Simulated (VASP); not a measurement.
Here is a VASP 6.6.1 calculation.

File INCAR:

```
SYSTEM = TePt
PREC = Accurate ; ENCUT = 600
EDIFF = 1E-6 ; ISMEAR = 0
SIGMA = 0.1 ; LREAL = .False.
LASPH = .True. ; NELM = 60
ALGO = Normal ; ISIF = 3
LWAVE = .False. ; LCHARG = .False.
GGA = PS ; IBRION = 2
NSW = 100 ; EDIFFG = -0.005
```

The input KPOINTS:

```
regular mesh
0
Gamma
  12 12 12
  0 0 0
```

File POSCAR:

```
TePt
1.0
    1.9815661262      1.1440577364      6.6610305258
   -1.9815661262      1.1440577364      6.6610305258
    0.0000000000     -2.2881154728      6.6610305258
Te Pt
2 2
Direct
    0.5980000000      0.5980000000      0.5980000000
    0.4020000000      0.4020000000      0.4020000000
    0.8703333333      0.8703333333      0.8703333333
    0.1296666667      0.1296666667      0.1296666667
```

Potentials or basis: VASP PAW PBE potentials, release 64 (Te, Pt).

Launch:

```bash
$ cat potpaw_PBE.64/Te/POTCAR potpaw_PBE.64/Pt/POTCAR > POTCAR
$ mpirun -np 1 vasp_std > vasp.out
```

(1) What does it give for the band gap on the k mesh?

(2) Estimate the space group after relaxing (to 0.1 Å).

(3) What does it give for the relaxed volume?

Answers

(1) zero (bands 16 and 17 overlap by 2.61 eV).

(2) R-3m (No. 166).

(3) 22.47 Å³/atom.

Caveat: the PAW data sets were made with another functional, which shifts forces and pressure a little; spin-orbit coupling is left out, which moves the levels of the heavy elements.
